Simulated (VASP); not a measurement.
Wanted: the native input for a VASP 6.6.1 run.

```yaml
Task: single point
Functional: PBE
Potentials_or_basis: VASP PAW PBE potentials, release 64 (Be)
Cutoff: 520 eV
k_mesh: 15 × 15 × 8
Occupations: fermi-dirac, width 0.05 eV
Spin: no spin polarisation
Dipole_correction: no
Further_INCAR_settings: ALGO = Normal; EDIFF = 1e-07; NBANDS = 9
```

The structure of Be lies in POSCAR:

```
Be
1.0
    2.2853000000      0.0000000000      0.0000000000
   -1.1426500000      1.9791278553      0.0000000000
    0.0000000000      0.0000000000      3.5842000000
Be
2
Direct
    0.2733333333      0.6366666667      0.2050000000
    0.7266666667      0.3633333333      0.7950000000
```

This cell differs from its parent crystal: shortest bond scaled by 0.82.

These files were run (other wordings do the same):

INCAR

```
PREC     = Accurate       # precision mode
ENCUT    = 520            # plane-wave cutoff, eV
EDIFF    = 1E-7           # SCF threshold, eV
ISMEAR   = -1             # smearing method
SIGMA    = 0.05           # smearing width, eV
LREAL    = False          # projectors in reciprocal space
LASPH    = True           # aspherical terms in the spheres
NELM     = 80             # most SCF steps
ALGO     = Normal         # electronic algorithm
ISIF     = 2              # what is computed and relaxed
LWAVE    = False          # write WAVECAR
LCHARG   = False          # write CHGCAR
GGA      = PE             # functional
NBANDS   = 9              # bands
```

KPOINTS

```
regular mesh
0
Gamma
  15 15 8
```

Potentials or basis: VASP PAW PBE potentials, release 64 (Be).

The run is started by

```console
$ cat potpaw_PBE.64/Be/POTCAR > POTCAR
$ mpirun -np 1 vasp_std > vasp.out
```

Results of the run:

```json
{"Pressure": "7.7 GPa", "Largest force": "3.319 eV/Å", "Band gap on the k mesh": "zero (band 2 reaches 7.41 eV, above the bottom of band 3 at 5.66 eV)"}
```

Caveat: the cell differs from its parent crystal (shortest bond scaled by 0.82); forces of over 1 eV/Å act on the atoms, so gaps and moduli don't describe the material at rest.

Run time: 25 s on 1 thread of Intel(R) Xeon(R) 6975P-C (Granite Rapids) (shared host), peak memory 0.17 GiB.
